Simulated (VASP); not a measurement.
# NaB3Te: relaxation of cell and atoms with PBE

Crystal: NaB3Te.

```xyz
5
Lattice="4.1061 0.0000 0.0000 0.0000 4.1061 0.0000 0.0000 0.0000 4.1061" Properties=species:S:1:pos:R:3 pbc="T T T"
Na    0.0000    0.0000    0.0000
B     0.0000    2.0531    2.0531
B     2.0531    0.0000    2.0531
B     2.0531    2.0531    0.0000
Te    2.0531    2.0531    2.0531
```

| Quantity | Value |
| --- | --- |
| Program | VASP 6.6.1 |
| Task | relaxation of cell and atoms |
| Functional | PBE |
| Potentials or basis | VASP PAW PBE potentials, release 64 (Na_pv, B, Te) |
| Cutoff | 600 eV |
| k mesh | 4 × 4 × 4 |
| Occupations | gaussian, width 0.1 eV |
| Spin | no spin polarisation |
| Dipole correction | no |
| Further INCAR settings | ALGO = Normal; EDIFF = 1e-07; IBRION = 2; EDIFFG = -0.04; NSW = 90; ISIF = 3 |

```
Relaxed volume                         : 20.10 Å³/atom
Relaxed cell                           : a = 4.650 Å, b = 4.650 Å, c = 4.650 Å, α = 90.00°, β = 90.00°, γ = 90.00°
Space group after relaxing (to 0.05 Å) : Pm-3m (No. 221)
Energy gained by relaxing              : 477.3 meV/atom
Ionic steps                            : 4
Pressure after relaxing                : 0.3 GPa
Band gap on the k mesh                 : zero (band 11 reaches 4.43 eV, above the bottom of band 12 at 2.35 eV)
```

The path:
```csv
step,energy change (eV),largest force (eV/Å),pressure (GPa),volume (Å³)
1,0.0000,0.0000,37.02,69.23
2,-2.3650,0.0000,-1.74,106.48
3,-2.3803,0.0000,0.68,98.42
4,-2.3867,0.0000,0.31,100.51
```

Final structure:
```
Na B Te
1.0
     4.64950    0.00000    0.00000
     0.00000    4.64950    0.00000
     0.00000    0.00000    4.64950
Na B Te
1 3 1
Direct
  0.00000 0.00000 0.00000
  0.00000 0.50000 0.50000
  0.50000 0.00000 0.50000
  0.50000 0.50000 0.00000
  0.50000 0.50000 0.50000
```

Levels at points of the mesh, in eV from the Fermi level:
```tsv
k point	band 7	band 8	band 9	band 10	band 11	band 12	band 13	band 14
(0.00, 0.00, 0.00)	-5.78	-4.82	-4.82	-3.13	1.23	1.23	1.23	1.38
(0.50, 0.00, 0.00)	-5.53	-4.67	-3.61	-0.08	0.00	0.00	0.50	1.38
(0.50, 0.50, 0.00)	-5.27	-4.05	-2.57	0.16	0.16	0.41	0.41	0.82
(0.50, 0.50, 0.50)	-7.82	-2.21	-2.21	-2.21	0.87	0.87	2.97	3.14
```

Run time: 57 s on 1 thread of AMD EPYC 7R13 Processor (Zen 3), with other jobs on the host, peak memory 0.19 GiB.

Caveat: the k points lie up to 0.34 Å⁻¹ apart in the final cell; the volume moved by over 15 % at a fixed basis, so the end points are rough; spin-orbit coupling is left out, which moves the levels of the heavy elements.
